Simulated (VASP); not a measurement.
Set up this calculation in VASP 6.6.1, as the native input.

| Item | Value |
| --- | --- |
| Task | single point |
| Functional | LDA |
| Potentials or basis | VASP PAW LDA potentials, release 64 (Te, Mo_sv) |
| Cutoff | 520 eV |
| k mesh | 5 × 5 × 5 |
| Occupations | fermi-dirac, width 0.0217 eV |
| Spin | no spin polarisation |
| Hubbard terms | Mo d U = 1.28 eV |
| Dipole correction | no |
| Further INCAR settings | ALGO = Normal; EDIFF = 1e-06; NBANDS = 57 |

The structure of Te4Mo5 lies in POSCAR:

```
Te4Mo5
1.0
    0.0000000000      0.0000000000      3.8138360000
    5.1383660000     -5.1383660000      1.9069180000
    5.1383660000      5.1383660000     -1.9069180000
Te Mo
4 5
Direct
    0.2797000000      0.7792000000      0.3386000000
    0.0589000000      0.6614000000      0.7792000000
    0.7203000000      0.2208000000      0.6614000000
    0.9411000000      0.3386000000      0.2208000000
    0.0000000000      0.0000000000      0.0000000000
    0.3752000000      0.9392000000      0.6896000000
    0.3144000000      0.3104000000      0.9392000000
    0.6248000000      0.0608000000      0.3104000000
    0.6856000000      0.6896000000      0.0608000000
```

One way to write it, as run:

INCAR

```
SYSTEM = Te4Mo5
  PREC = Accurate
  ENCUT = 520
  EDIFF = 1E-6
  ISMEAR = -1
  SIGMA = 0.0217
  LREAL = .FALSE.
  LASPH = .TRUE.
  NELM = 150
  ALGO = Normal
  ISIF = 2
  LWAVE = .FALSE.
  LCHARG = .TRUE.
  LMAXMIX = 4
  LDAU = .TRUE.
  LDAUTYPE = 2
  LDAUL = -1 2
  LDAUU = 0 1.28
  LDAUJ = 0 0
  LDAUPRINT = 1
  GGA = CA
  LELF = .TRUE.
  LVHAR = .TRUE.
  NBANDS = 57
```

KPOINTS

```
regular mesh
0
G
  5 5 5
  0 0 0
```

Potentials or basis: VASP PAW LDA potentials, release 64 (Te, Mo_sv).

Launch:

```console
$ cat potpaw_LDA.64/Te/POTCAR potpaw_LDA.64/Mo_sv/POTCAR > POTCAR
$ mpirun -np 1 vasp_std > vasp.out
```

It gave:

```
Pressure               : -14.9 GPa
Largest force          : 1.183 eV/Å
Band gap on the k mesh : zero (bands 47 and 48 overlap by 0.77 eV)
```

Caveat: the cell stands under tension; spin-orbit coupling is left out, which moves the levels of the heavy elements; U without spin polarisation on a metal has little footing; the U is typed as a test and isn't derived for this compound; forces of over 1 eV/Å act on the atoms, so gaps and moduli don't describe the material at rest.

Wall time 4.1 min on 1 thread of AMD EPYC 7R13 Processor (Zen 3), on a shared host, peak memory 0.3 GiB.
